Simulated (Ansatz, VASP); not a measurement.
# Two plane-wave programs on Sn3Se2S

Contents of INCAR:

```
SYSTEM = Sn3Se2S
  PREC = Accurate
  ENCUT = 520
  EDIFF = 1E-6
  ISMEAR = 0
  SIGMA = 0.1
  LREAL = .FALSE.
  LASPH = .TRUE.
  NELM = 100
  ALGO = Normal
  ISIF = 2
  LWAVE = .FALSE.
  LCHARG = .TRUE.
  GGA = PE
  LELF = .TRUE.
  LVHAR = .TRUE.
  NBANDS = 39
```

Contents of KPOINTS:

```
regular mesh
0
G
  6 6 6
  0 0 0
```

File POSCAR:

```
Sn3Se2S
1.0
   -2.1314664100      2.1314664100      9.0430461000
    2.1314664100     -2.1314664100      9.0430461000
    2.1314664100      2.1314664100     -9.0430461000
Sn Se S
3 2 1
Direct
    0.0000000000      0.0000000000      0.0000000000
    0.3333333300      0.3333333300      0.0000000000
    0.6666666700      0.6666666700      0.0000000000
    0.8333333300      0.8333333300      0.0000000000
    0.1666666700      0.1666666700      0.0000000000
    0.5000000000      0.5000000000      0.0000000000
```

Input for Ansatz:

```yaml
crystal:
  lattice:
    - [-2.13146641, 2.13146641, 9.0430461]
    - [2.13146641, -2.13146641, 9.0430461]
    - [2.13146641, 2.13146641, -9.0430461]
  atoms:
    - { symbol: Sn, position: [0.0, 0.0, 0.0] }
    - { symbol: Sn, position: [0.33333333, 0.33333333, 0.0] }
    - { symbol: Sn, position: [0.66666667, 0.66666667, 0.0] }
    - { symbol: Se, position: [0.83333333, 0.83333333, 0.0] }
    - { symbol: Se, position: [0.16666667, 0.16666667, 0.0] }
    - { symbol: S, position: [0.5, 0.5, 0.0] }
basis:
  ecutwfc: 420
kpoints:
  mp_grid: { grid: [6, 6, 6] }
hamiltonian:
  xc: pbe
scf:
  occupations: { method: gaussian, width: 0.1 }
  lower_state_search: "off"
output:
  forces: true
  stress: true
  eigenvalues: true
```

Alike in both runs: task single point; functional PBE; k mesh 6 × 6 × 6; occupations gaussian, width 0.1 eV; no spin polarisation.

```csv
,VASP,Ansatz
version,VASP 6.6.1,Ansatz 0.2.0
potentials or method,"VASP PAW PBE potentials, release 64 (Sn_d, Se, S), cutoff 520 eV","scalar-relativistic, plane waves, PAW"
valence electrons in the cell,60,80
```

|  | VASP | Ansatz | Ansatz less VASP |
| --- | --- | --- | --- |
| gap on the k mesh at the Fermi level (eV) | 0.22 | 0.22 | 0.000 |
| least direct gap on the mesh (eV) | 0.22 | 0.22 | 0.000 |
| pressure (GPa) | -0.9 | -0.9 | +0.02 |
| rms of the force components (eV/Å) | 0.075 | 0.075 | -0.0005 |

Atom by atom the forces differ by 0.001 eV/Å (rms over components). VASP's potentials hold 60 valence electrons a cell and Ansatz's 80, so a difference there can come from the potentials and not from the codes.
